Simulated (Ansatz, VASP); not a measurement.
## Two plane-wave programs on BaTe

Contents of POSCAR:

```
BaTe
1.0
    3.5312153233      3.5312153233      0.0000000000
   -3.5312153233      3.5312153233      0.0000000000
    0.0000000000      3.5312153233      3.5312153233
Ba Te
1 1
Direct
    0.0000000000      0.0000000000      0.0000000000
    0.5000000000      0.5000000000      0.0000000000
```

INCAR.step1

```
  PREC = Accurate
  ENCUT = 520
  ISMEAR = 0
  SIGMA = 0.01
  LREAL = False
  LASPH = True
  NELM = 60
  NBANDS = 15
  GGA = PE
  ALGO = Normal
  EDIFF = 1E-4
  LWAVE = True
  LCHARG = False
```

The input INCAR.step2:

```
  PREC = Accurate
  ENCUT = 520
  EDIFF = 1E-6
  ISMEAR = 0
  SIGMA = 0.01
  LREAL = False
  LASPH = True
  NELM = 60
  ALGO = Normal
  ISIF = 2
  LWAVE = False
  LCHARG = False
  METAGGA = R2SCAN
  LMIXTAU = True
  NBANDS = 15
  ISTART = 1
```

The input KPOINTS:

```
regular mesh
0
Gamma
  6 6 6
```

Input for Ansatz:

```yaml
crystal:
  lattice:
    - [3.53121532332, 3.53121532332, 0.0]
    - [-3.53121532332, 3.53121532332, 0.0]
    - [0.0, 3.53121532332, 3.53121532332]
  atoms:
    - { symbol: Ba, position: [0.0, 0.0, 0.0] }
    - { symbol: Te, position: [0.5, 0.5, 0.0] }
kpoints:
  mp_grid: { grid: [6, 6, 6] }
scf:
  occupations: { method: fixed }
  convergence: { dr2_threshold: 1.0e-10 }
hamiltonian:
  xc: r2scan
  pseudopotentials: { kind: paw }
output:
  forces: true
  stress: true
  eigenstates:
    kpoints:
      - [0.0, 0.0, 0.0]
      - [-0.5, 0.5, 0.0]
      - [-0.5, -0.5, -0.5]
      - [0.0, 0.0, -0.5]
      - [0.0, -0.5, -0.5]
      - [0.0, 0.5, 0.0]
      - [-0.5, 0.0, 0.0]
      - [-0.5, 0.0, -0.5]
  eigenvalues: true
```

Change from the starting cell: unstrained.

Alike in both runs: task single point; functional r2SCAN; k mesh 6 × 6 × 6; no spin polarisation.

|  | VASP | Ansatz |
| --- | --- | --- |
| version | VASP 6.6.1 | Ansatz 0.2.0 |
| potentials or method | VASP PAW PBE potentials, release 64 (Ba_sv, Te) | PAW with Ansatz's default frozen-core files, scalar-relativistic |
| plane-wave cutoff (eV) | 520 | 500 |
| occupations | gaussian, width 0.01 eV | fixed |
| valence electrons in the cell | 16 | 26 |

Ansatz gave:

| Property | Result |
| --- | --- |
| gap on the k mesh at the Fermi level (eV) | 2.00 |
| pressure (GPa) | 0.0 |

Question: What did VASP give for the same quantities?

Answer: gap on the k mesh at the Fermi level (eV): 1.93; pressure (GPa): 0.3.

VASP's potentials were made for PBE, not for r2SCAN. VASP's potentials hold 16 valence electrons a cell and Ansatz's 26, so a difference there can come from the potentials and not from the codes.

Neither program's run includes spin-orbit coupling.
